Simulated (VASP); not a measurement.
TiO2:

```
CELL_PARAMETERS angstrom
4.59984 0.00000 0.00000
0.00000 4.59984 0.00000
0.00000 0.00000 2.95921
ATOMIC_POSITIONS crystal
Ti 0.50000 0.50000 0.00000
Ti 0.00000 0.00000 0.50000
O 0.69568 0.69568 0.50000
O 0.80432 0.19568 0.00000
O 0.19568 0.80432 0.00000
O 0.30432 0.30432 0.50000
```

| Property | Result |
| --- | --- |
| Program | VASP 6.6.1 |
| Task | relaxation of cell and atoms |
| Functional | PBE |
| Potentials or basis | VASP PAW PBE potentials, release 64 (Ti_sv, O) |
| Cutoff | 600 eV |
| k mesh | 6 × 6 × 10 |
| Occupations | gaussian, width 0.02 eV |
| Spin | no spin polarisation |

At the start: pressure 4.7 GPa; volume 10.44 Å³/atom.

Task: How do energy, volume and symmetry change on relaxing?

Result: Over 5 steps the energy falls by 3.4 meV/atom and the volume is 10.67 Å³/atom (+2.2 %); space group P4_2/mnm (No. 136, to 0.1 Å) before and after.

Step by step:
| step | energy change (eV) | largest force (eV/Å) | pressure (GPa) | volume (Å³) |
| --- | --- | --- | --- | --- |
| 1 | 0.0000 | 0.0197 | 4.69 | 62.61 |
| 2 | 0.0068 | 0.1945 | -5.08 | 65.42 |
| 3 | -0.0183 | 0.0810 | -0.02 | 63.88 |
| 4 | -0.0201 | 0.0223 | 0.02 | 63.97 |
| 5 | -0.0203 | 0.0050 | 0.04 | 64.01 |

Final structure:
```cif
data_structure
_symmetry_space_group_name_H-M 'P 1'
_symmetry_Int_Tables_number 1
_cell_length_a 4.6448
_cell_length_b 4.6448
_cell_length_c 2.9669
_cell_angle_alpha 90.000
_cell_angle_beta 90.000
_cell_angle_gamma 90.000
_cell_volume 64.01
loop_
_atom_site_label
_atom_site_type_symbol
_atom_site_fract_x
_atom_site_fract_y
_atom_site_fract_z
_atom_site_occupancy
Ti1 Ti 0.50000 0.50000 0.00000 1
Ti2 Ti 0.00000 0.00000 0.50000 1
O1 O 0.69498 0.69498 0.50000 1
O2 O 0.80502 0.19498 0.00000 1
O3 O 0.19498 0.80502 0.00000 1
O4 O 0.30502 0.30502 0.50000 1
```
